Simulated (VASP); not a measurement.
# TaMo2C3 (P6_3/mmc) in VASP: further runs

Runs on TaMo2C3. Level: PBE. Tasks: single point.

Program: VASP 6.6.1. These are calculated values, not measurements. Logs are shortened: lines on timing, memory, paths and dates and some standing lists are left out, and cuts for length are marked.

## (1) The cell of the first run

The structure is hexagonal, space group P6_3/mmc (No. 194). The conventional cell has a = 3.040 Å, b = 3.040 Å, c = 15.971 Å, α = 90.00°, β = 90.00°, γ = 120.00°. Within 2.9 Å of Ta (site symmetry -3m) lie 6 C at 2.20 Å. Mo (site symmetry 3m) has 6 C at 2.17 to 2.24 Å and 1 Mo at 2.79 Å within 2.9 Å. Within 2.9 Å of C (site symmetry 3m) lie 3 Mo at 2.17 Å and 3 Ta at 2.20 Å and 1 C at 2.66 Å. Within 3.0 Å of C (site symmetry -6m2) lie 6 Mo at 2.24 Å and 2 C at 2.66 Å.

## (2) Single point, PBE

INCAR

```
  ALGO = Normal
  EDIFF = 1E-6
  ENCUT = 520
  GGA = PE
  ISIF = 2
  ISMEAR = 0
  LASPH = True
  LCHARG = True
  LELF = True
  LREAL = False
  LVHAR = True
  LWAVE = False
  NBANDS = 63
  NELM = 60
  PREC = Accurate
  SIGMA = 0.1
```

KPOINTS

```
k-points
0
Gamma
  12 12 2
```

POSCAR

```
TaMo2C3
1.0
    3.0400803463      0.0000000000      0.0000000000
   -1.5200401731      2.6327868094      0.0000000000
    0.0000000000      0.0000000000     15.9710435459
Ta Mo C
2 4 6
Direct
    0.0000000000      0.0000000000      0.0000000000
    0.0000000000      0.0000000000      0.5000000000
    0.3333333333      0.6666666667      0.6627185278
    0.3333333333      0.6666666667      0.8372814722
    0.6666666667      0.3333333333      0.1627185278
    0.6666666667      0.3333333333      0.3372814722
    0.6666666667      0.3333333333      0.9168233265
    0.3333333333      0.6666666667      0.0831766735
    0.6666666667      0.3333333333      0.7500000000
    0.6666666667      0.3333333333      0.5831766735
    0.3333333333      0.6666666667      0.4168233265
    0.3333333333      0.6666666667      0.2500000000
```

Potentials or basis: VASP PAW PBE potentials, release 64 (Ta_pv, Mo_sv, C).

Command:

```console
$ cat potpaw_PBE.64/Ta_pv/POTCAR potpaw_PBE.64/Mo_sv/POTCAR potpaw_PBE.64/C/POTCAR > POTCAR
$ mpirun -np 1 vasp_std > vasp.out
```

OUTCAR:

```text
EDIFF = 1E-6
   ENCUT = 520
   GGA = PE
   ISIF = 2
   ISMEAR = 0
   LASPH = True
   LREAL = False
   NELM = 60
   PREC = Accurate

 ion  position               nearest neighbor table
   1  0.000  0.000  0.000-   7 2.20   8 2.20   8 2.20   7 2.20   7 2.20   8 2.20   4 3.14   5 3.14
                             4 3.14   5 3.14   4 3.14   5 3.14
   2  0.000  0.000  0.500-  10 2.20  11 2.20  11 2.20  10 2.20  10 2.20  11 2.20   3 3.14   6 3.14
                             3 3.14   6 3.14   3 3.14   6 3.14
   3  0.333  0.667  0.663-  10 2.17  10 2.17  10 2.17   9 2.24   9 2.24   9 2.24   4 2.79   2 3.14
                             2 3.14   2 3.14
   4  0.333  0.667  0.837-   7 2.17   7 2.17   7 2.17   9 2.24   9 2.24   9 2.24   3 2.79   1 3.14
                             1 3.14   1 3.14
   5  0.667  0.333  0.163-   8 2.17   8 2.17   8 2.17  12 2.24  12 2.24  12 2.24   6 2.79   1 3.14
                             1 3.14   1 3.14
   6  0.667  0.333  0.337-  11 2.17  11 2.17  11 2.17  12 2.24  12 2.24  12 2.24   5 2.79   2 3.14
                             2 3.14   2 3.14
   7  0.667  0.333  0.917-   4 2.17   4 2.17   4 2.17   1 2.20   1 2.20   1 2.20
   8  0.333  0.667  0.083-   5 2.17   5 2.17   5 2.17   1 2.20   1 2.20   1 2.20
   9  0.667  0.333  0.750-   3 2.24   4 2.24   3 2.24   4 2.24   3 2.24   4 2.24
  10  0.667  0.333  0.583-   3 2.17   3 2.17   3 2.17   2 2.20   2 2.20   2 2.20
  11  0.333  0.667  0.417-   6 2.17   6 2.17   6 2.17   2 2.20   2 2.20   2 2.20
  12  0.333  0.667  0.250-   5 2.24   6 2.24   5 2.24   6 2.24   5 2.24   6 2.24

  LATTYP: Found a hexagonal cell.
 ALAT       =     3.0400803463
 C/A-ratio  =     5.2534938971

  Lattice vectors:

 A1 = (   3.0400803463,   0.0000000000,   0.0000000000)
 A2 = (  -1.5200401731,   2.6327868094,   0.0000000000)
 A3 = (   0.0000000000,   0.0000000000,  15.9710435459)

Analysis of symmetry for initial positions (statically):
=====================================================================
 Subroutine PRICEL returns:
 Original cell was already a primitive cell.

 Routine SETGRP: Setting up the symmetry group for a
 hexagonal supercell.

 Subroutine GETGRP returns: Found 24 space group operations
 (whereof 12 operations were pure point group operations)
 out of a pool of 24 trial point group operations.

The static configuration has the point symmetry D_3d.
 The point group associated with its full space group is D_6h.

Analysis of symmetry for dynamics (positions and initial velocities):
=====================================================================
 Subroutine PRICEL returns:
 Original cell was already a primitive cell.

 Routine SETGRP: Setting up the symmetry group for a
 hexagonal supercell.

 Subroutine GETGRP returns: Found 24 space group operations
[... 137 lines left out ...]
   EMIN   =  10.00;   EMAX   =-10.00  energy-range for DOS
   EFERMI =   0.00;   METHOD = LEGACY
   ISMEAR =     0;   SIGMA  =   0.10  broadening in eV -4-tet -1-fermi 0-gaus
   EFERMI_NEDOS =   21; number of points for ismear=-14 and -15
   IALGO  =     38    algorithm
   IMIX   =      4    mixing-type and parameters
     AMIX     =   0.40;   BMIX     =  1.00
     AMIX_MAG =   1.60;   BMIX_MAG =  1.00
  volume/ion in A,a.u.               =      10.65        71.89
  Fermi-wavevector in a.u.,A,eV,Ry     =   1.518437  2.869430 31.370299  2.305652
  Thomas-Fermi vector in A             =   2.627558
   LORBIT       =      0    0 simple, 1 ext, 2 COOP (PROOUT), +10 PAW based schemes
   GGA     = PE    functional components
   LHFCALC =     F    Hartree Fock is set to
   AEXX    =    0.0000 exact exchange contribution
   IVDW    =     0    specifies the selected vdW correction
   LEPSILON=     F    determine dielectric tensor
   LRPA    =     F    only Hartree local field effects (RPA)
 non-spin polarized calculation
 Gauss-broadening in eV      SIGMA  =   0.10
  energy-cutoff  :      520.00
  volume of cell :      127.83
 maximum number of plane-waves:      3469
 NGX is ok and might be reduce to    24
   NGX = 11   NGY = 11   NGZ = 59

 number of electron     101.9999992 magnetization

 Free energy of the ion-electron system (eV)
  ---------------------------------------------------
  ext. energy  EPLUGINS =         0.00000000
  ---------------------------------------------------
  free energy    TOTEN  =      -125.54745462 eV

  energy without entropy =     -125.52854549  energy(sigma->0) =     -125.53800005

 E-fermi :  11.2423     XC(G=0): -13.4064

 val. band max:       11.2283022912   @ k =   0.3333   0.0833   0.0000
 cond. band min:      11.2467186936   @ k =   0.2500   0.0833   0.5000
 fundamental gap:      0.0184164024
 Fermi energy:        11.2423297669

 k-point     1 :       0.0000    0.0000    0.0000
  band No.  band energies     occupation
      1     -50.6405      2.00000
      2     -50.6405      2.00000
      3     -50.5939      2.00000
      4     -50.5938      2.00000
      5     -25.1643      2.00000
      6     -25.0742      2.00000
[... 1573 lines left out ...]
     62      14.0713      0.00000
     63      14.4928      0.00000

 [... further k-points ...]
[... 5 lines left out ...]
  --------------------------------------------------------------------------------------
  -------------------------------------------------------------------------------------
  Total        0.5034844      0.5034844      0.5817076      0.0000000      0.0000000     -0.0000000
  in kB        6.3104821      6.3104821      7.2909026      0.0000000      0.0000000     -0.0000000
  external PRESSURE =       6.6372889 kB  Pullay stress =       0.0000000 kB

 VOLUME and BASIS-vectors are now :
 -----------------------------------------------------------------------------
  energy-cutoff  :      520.00
  volume of cell :      127.83
      direct lattice vectors                 reciprocal lattice vectors
     3.040080346  0.000000000  0.000000000     0.328938675  0.189912832  0.000000000
    -1.520040173  2.632786809  0.000000000     0.000000000  0.379825665  0.000000000
     0.000000000  0.000000000 15.971043546     0.000000000  0.000000000  0.062613316

 POSITION                                       TOTAL-FORCE (eV/Angst)
 -----------------------------------------------------------------------------------
      0.00000      0.00000      0.00000        -0.000000      0.000000      0.000000
      0.00000      0.00000      7.98552        -0.000000      0.000000      0.000000
     -0.00000      1.75519     10.58431         0.000000     -0.000000      0.003489
     -0.00000      1.75519     13.37226         0.000000     -0.000000     -0.003489
      1.52004      0.87760      2.59878        -0.000000      0.000000      0.003489
      1.52004      0.87760      5.38674        -0.000000      0.000000     -0.003489
      1.52004      0.87760     14.64263         0.000000     -0.000000     -0.020947
     -0.00000      1.75519      1.32842        -0.000000      0.000000      0.020947
      1.52004      0.87760     11.97828         0.000000     -0.000000      0.000000
      1.52004      0.87760      9.31394         0.000000     -0.000000      0.020947
     -0.00000      1.75519      6.65710         0.000000      0.000000     -0.020947
     -0.00000      1.75519      3.99276        -0.000000      0.000000      0.000000
 -----------------------------------------------------------------------------------
    total drift:                               -0.000000      0.000000      0.000000

  FREE ENERGIE OF THE ION-ELECTRON SYSTEM (eV)
  ---------------------------------------------------
  free  energy   TOTEN  =      -125.5474546155 eV

  energy  without entropy=     -125.5285454917  energy(sigma->0) =     -125.53800005
```

OSZICAR:

```text
N       E                     dE             d eps       ncg     rms          rms(c)
DAV:   1     0.111934954207E+04    0.11193E+04   -0.58969E+04  4812   0.169E+03
DAV:   2    -0.701274712515E+02   -0.11895E+04   -0.11532E+04  5272   0.511E+02
DAV:   3    -0.144377805312E+03   -0.74250E+02   -0.73044E+02  6047   0.118E+02
DAV:   4    -0.146141000009E+03   -0.17632E+01   -0.17438E+01  5888   0.165E+01
DAV:   5    -0.146181122046E+03   -0.40122E-01   -0.39953E-01  5970   0.231E+00    0.708E+01
DAV:   6    -0.128012136417E+03    0.18169E+02   -0.16024E+02  5760   0.438E+01    0.189E+01
DAV:   7    -0.127388366075E+03    0.62377E+00   -0.42145E+01  5947   0.238E+01    0.152E+01
DAV:   8    -0.125833367420E+03    0.15550E+01   -0.14994E+01  5999   0.148E+01    0.680E+00
DAV:   9    -0.125564172121E+03    0.26920E+00   -0.15866E+00  5965   0.528E+00    0.132E+00
DAV:  10    -0.125552412815E+03    0.11759E-01   -0.16657E-01  5900   0.156E+00    0.792E-01
DAV:  11    -0.125548175918E+03    0.42369E-02   -0.56026E-02  5763   0.757E-01    0.384E-01
DAV:  12    -0.125548406157E+03   -0.23024E-03   -0.10492E-02  6504   0.395E-01    0.220E-01
DAV:  13    -0.125547469621E+03    0.93654E-03   -0.45454E-03  5776   0.262E-01    0.620E-02
DAV:  14    -0.125547462595E+03    0.70259E-05   -0.34781E-04  6184   0.639E-02    0.190E-02
DAV:  15    -0.125547455547E+03    0.70481E-05   -0.40181E-05  5323   0.255E-02    0.820E-03
DAV:  16    -0.125547454477E+03    0.10696E-05   -0.64464E-06  5433   0.146E-02    0.199E-03
DAV:  17    -0.125547454615E+03   -0.13836E-06   -0.84630E-07  3191   0.383E-03
   1 F= -.12554745E+03 E0= -.12553800E+03  d E =-.189091E-01
```

stdout:

```text
POSCAR found type information on POSCAR TaMoC
 POSCAR found :  3 types and      12 ions
 scaLAPACK will be used
 LDA part: xc-table for (Slater+PW92), standard interpolation
 POSCAR, INCAR and KPOINTS ok, starting setup
 FFT: planning ... GRIDC
 FFT: planning ... GRID_SOFT
 FFT: planning ... GRID
 WAVECAR not read
 entering main loop
```

Run time: 3.6 min. Hardware: 1 thread of AMD EPYC 9R45 (Zen 5), shared host; peak memory 0.37 GiB.

What came out:

| Item | Value |
| --- | --- |
| Free energy | -125.5475 eV |
| Pressure | 0.7 GPa |
| Largest force | 0.021 eV/Å |
| Band gap on the k mesh | zero (band 51 reaches 12.08 eV, above the bottom of band 52 at 10.15 eV) |

Forces on the atoms (eV/Å):
```
Ta   0.000  0.000  0.000
Ta   0.000  0.000  0.000
Mo   0.000  0.000  0.003
Mo   0.000  0.000 -0.003
Mo   0.000  0.000  0.003
Mo   0.000  0.000 -0.003
C    0.000  0.000 -0.021
C    0.000  0.000  0.021
C    0.000  0.000  0.000
C    0.000  0.000  0.021
C    0.000  0.000 -0.021
C    0.000  0.000  0.000
```

Levels at points of the mesh, in eV from the Fermi level:
```
           k point  band 46  band 47  band 48  band 49  band 50  band 51  band 52  band 53  band 54  band 55
(0.00, 0.00, 0.00)    -2.88    -1.66    -1.66    -0.76    -0.76    -0.42    -0.42    -0.15    -0.06     0.16
(0.50, 0.00, 0.00)    -2.38    -2.04    -1.75    -1.47    -0.48     0.16     1.14     1.30     1.40     1.57
(0.00, 0.00, 0.50)    -3.13    -1.28    -1.28    -1.28    -1.28    -0.11    -0.11    -0.11    -0.11    -0.09
(0.50, 0.00, 0.50)    -2.24    -2.21    -2.21    -1.03    -1.03     0.74     0.74     1.38     1.38     1.56
```

Caveat: spin-orbit coupling is left out, which moves the levels of the heavy elements.

## (3) Single point, PBE

INCAR

```
SYSTEM = TaMo2C3
PREC = Accurate
ENCUT = 520
EDIFF = 1E-7
ISMEAR = 0
SIGMA = 0.1
LREAL = .False.
LASPH = .True.
NELM = 100
ALGO = Normal
ISIF = 2
LWAVE = .False.
LCHARG = .False.
GGA = PE
NBANDS = 63
```

KPOINTS

```
regular mesh
0
Gamma
  12 12 2
  0 0 0
```

POSCAR

```
TaMo2C3
1.0
    3.0402635616      0.0000000000      0.0000000000
   -1.5201317808      2.6329454786      0.0000000000
    0.0000000000      0.0000000000     15.9711043013
Ta Mo C
2 4 6
Direct
    0.0000000000      0.0000000000      0.0000000000
    0.0000000000      0.0000000000      0.5000000000
    0.3333333333      0.6666666667      0.6627149842
    0.3333333333      0.6666666667      0.8372850158
    0.6666666667      0.3333333333      0.1627149842
    0.6666666667      0.3333333333      0.3372850158
    0.6666666667      0.3333333333      0.9168313987
    0.3333333333      0.6666666667      0.0831686013
    0.6666666667      0.3333333333      0.7500000000
    0.6666666667      0.3333333333      0.5831686013
    0.3333333333      0.6666666667      0.4168313987
    0.3333333333      0.6666666667      0.2500000000
```

Potentials or basis: VASP PAW PBE potentials, release 64 (Ta_pv, Mo_sv, C).

Command:

```console
$ cat potpaw_PBE.64/Ta_pv/POTCAR potpaw_PBE.64/Mo_sv/POTCAR potpaw_PBE.64/C/POTCAR > POTCAR
$ mpirun -np 1 vasp_std > vasp.out
```

It took 3.7 min on 1 thread of AMD EPYC 9R45 (Zen 5), shared host; peak memory 0.37 GiB.

The run converged. Its results:

- Free energy: -125.5475 eV
- Pressure: 0.6 GPa
- Largest force: 0.023 eV/Å
- Band gap on the k mesh: zero (band 51 reaches 12.08 eV, above the bottom of band 52 at 10.15 eV)

Forces in eV/Å, atoms in the order of the input:
```
Ta   0.000  0.000  0.000
Ta   0.000  0.000  0.000
Mo   0.000  0.000  0.004
Mo   0.000  0.000 -0.004
Mo   0.000  0.000  0.004
Mo   0.000  0.000 -0.004
C    0.000  0.000 -0.023
C    0.000  0.000  0.023
C    0.000  0.000  0.000
C    0.000  0.000  0.023
C    0.000  0.000 -0.023
C    0.000  0.000  0.000
```

Stress tensor (GPa, compression positive):
```
0.59 0.00 0.00
0.00 0.59 0.00
0.00 0.00 0.70
```

Levels at points of the mesh, in eV from the Fermi level:
| k point | band 47 | band 48 | band 49 | band 50 | band 51 | band 52 | band 53 | band 54 |
| --- | --- | --- | --- | --- | --- | --- | --- | --- |
| (0.00, 0.00, 0.00) | -1.66 | -1.66 | -0.76 | -0.76 | -0.42 | -0.42 | -0.15 | -0.06 |
| (0.50, 0.00, 0.00) | -2.04 | -1.75 | -1.47 | -0.48 | 0.16 | 1.14 | 1.30 | 1.40 |
| (0.00, 0.00, 0.50) | -1.28 | -1.28 | -1.28 | -1.28 | -0.11 | -0.11 | -0.11 | -0.11 |
| (0.50, 0.00, 0.50) | -2.21 | -2.21 | -1.03 | -1.03 | 0.74 | 0.74 | 1.38 | 1.38 |

Caveat: spin-orbit coupling is left out, which moves the levels of the heavy elements.

## (4) Single point, PBE (volume scaled by 1.03, then relaxed in part)

INCAR

```
SYSTEM = TaMo2C3
PREC = Accurate
ENCUT = 520
EDIFF = 1E-6
ISMEAR = 0
SIGMA = 0.1
LREAL = .FALSE.
LASPH = .TRUE.
NELM = 80
ALGO = Normal
ISIF = 2
LWAVE = .FALSE.
LCHARG = .FALSE.
GGA = PE
NBANDS = 63
```

KPOINTS

```
regular mesh
0
G
  12 12 2
  0 0 0
```

POSCAR

```
TaMo2C3
1.0
    3.0725646701      0.0000000000      0.0000000000
   -1.5362823350      2.6609190591      0.0000000000
    0.0000000000      0.0000000000     16.1041785477
Ta Mo C
2 4 6
Direct
    0.0000000000      0.0000000000      0.0000000000
    0.0000000000      0.0000000000      0.5000000000
    0.3333333333      0.6666666667      0.6626310501
    0.3333333333      0.6666666667      0.8373689499
    0.6666666667      0.3333333333      0.1626310501
    0.6666666667      0.3333333333      0.3373689499
    0.6666666667      0.3333333333      0.9170064105
    0.3333333333      0.6666666667      0.0829935895
    0.6666666667      0.3333333333      0.7500000000
    0.6666666667      0.3333333333      0.5829935895
    0.3333333333      0.6666666667      0.4170064105
    0.3333333333      0.6666666667      0.2500000000
```

Command:

```console
$ cat potpaw_PBE.64/Ta_pv/POTCAR potpaw_PBE.64/Mo_sv/POTCAR potpaw_PBE.64/C/POTCAR > POTCAR
$ mpirun -np 1 vasp_std > vasp.out
```

Run time: 3.4 min. Hardware: 1 thread of AMD EPYC 9R45 (Zen 5), shared host; peak memory 0.37 GiB.

Results (log left out):

| Quantity | Value |
| --- | --- |
| Free energy | -125.4501 eV |
| Pressure | -8.7 GPa |
| Largest force | 0.017 eV/Å |
| Band gap on the k mesh | zero (band 51 reaches 11.66 eV, above the bottom of band 52 at 9.78 eV) |

Forces in eV/Å, atoms in the order of the input:
```
Ta   0.000  0.000  0.000
Ta   0.000  0.000  0.000
Mo   0.000  0.000  0.005
Mo   0.000  0.000 -0.005
Mo   0.000  0.000  0.005
Mo   0.000  0.000 -0.005
C    0.000  0.000 -0.017
C    0.000  0.000  0.017
C    0.000  0.000  0.000
C    0.000  0.000  0.017
C    0.000  0.000 -0.017
C    0.000  0.000  0.000
```

Stress tensor (GPa, compression positive):
```
-8.71  0.00  0.00
 0.00 -8.71  0.00
 0.00  0.00 -8.59
```

Levels at points of the mesh, in eV from the Fermi level:
```
           k point  band 46  band 47  band 48  band 49  band 50  band 51  band 52  band 53  band 54  band 55
(0.00, 0.00, 0.00)    -2.79    -1.60    -1.60    -0.74    -0.74    -0.41    -0.41    -0.15    -0.04     0.13
(0.50, 0.00, 0.00)    -2.32    -1.97    -1.73    -1.43    -0.47     0.17     1.11     1.23     1.32     1.47
(0.00, 0.00, 0.50)    -3.03    -1.24    -1.24    -1.24    -1.24    -0.13    -0.13    -0.13    -0.13    -0.08
(0.50, 0.00, 0.50)    -2.18    -2.16    -2.16    -1.01    -1.01     0.73     0.73     1.30     1.30     1.47
```

Caveat: spin-orbit coupling is left out, which moves the levels of the heavy elements.
